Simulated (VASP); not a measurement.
TiTe2:

```
Ti Te
1.0
     3.77700    0.00000    0.00000
    -1.88850    3.27098    0.00000
     0.00000    0.00000    6.49800
Ti Te
1 2
Direct
  0.00000 0.00000 0.00000
  0.66667 0.33333 0.26280
  0.33333 0.66667 0.73720
```

| Quantity | Value |
| --- | --- |
| Program | VASP 6.6.1 |
| Task | relaxation of cell and atoms |
| Functional | PBEsol |
| Potentials or basis | VASP PAW PBE potentials, release 64 (Ti_sv, Te) |
| Cutoff | 600 eV |
| k mesh | 10 × 10 × 5 |
| Occupations | fermi-dirac, width 0.1 eV |
| Spin | no spin polarisation |

At the start: pressure -2.2 GPa; volume 26.76 Å³/atom.

Task: Where does the relaxation end?

Result: Over 12 steps the energy falls by 9.3 meV/atom and the volume is 25.40 Å³/atom (-5.1 %); space group P-3m1 (No. 164, to 0.1 Å) before and after.

The path:
| step | energy change (eV) | largest force (eV/Å) | pressure (GPa) | volume (Å³) |
| --- | --- | --- | --- | --- |
| 1 | 0.0000 | 0.0941 | -2.21 | 80.28 |
| 2 | -0.0121 | 0.3987 | 1.55 | 76.07 |
| 3 | -0.0197 | 0.2035 | 0.02 | 77.64 |
| 4 | -0.0244 | 0.1313 | -0.02 | 77.27 |
| 5 | -0.0263 | 0.0178 | -0.06 | 76.70 |
| 6 | -0.0264 | 0.0409 | -0.03 | 76.82 |
| 7 | -0.0269 | 0.0314 | -0.05 | 76.72 |
| 8 | -0.0277 | 0.0026 | -0.08 | 76.43 |
| 9 | -0.0267 | 0.0599 | -0.12 | 75.84 |
| 10 | -0.0278 | 0.0088 | -0.07 | 76.30 |
| 11 | -0.0277 | 0.0296 | 0.20 | 76.01 |
| 12 | -0.0279 | 0.0027 | 0.00 | 76.21 |

Final structure:
```yaml
crystal:
  lattice:
    - [3.70001, 0.00000, 0.00000]
    - [-1.85001, 3.20431, 0.00000]
    - [0.00000, 0.00000, 6.42812]
  atoms:
    - { symbol: Ti, position: [0.00000, 0.00000, 0.00000] }
    - { symbol: Te, position: [0.66667, 0.33333, 0.26785] }
    - { symbol: Te, position: [0.33333, 0.66667, 0.73215] }
```

Caveat: the PAW data sets were made with another functional, which shifts forces and pressure a little; this functional lacks dispersion, which binds the layers, so the pressure and a relaxed spacing across them are unreliable.
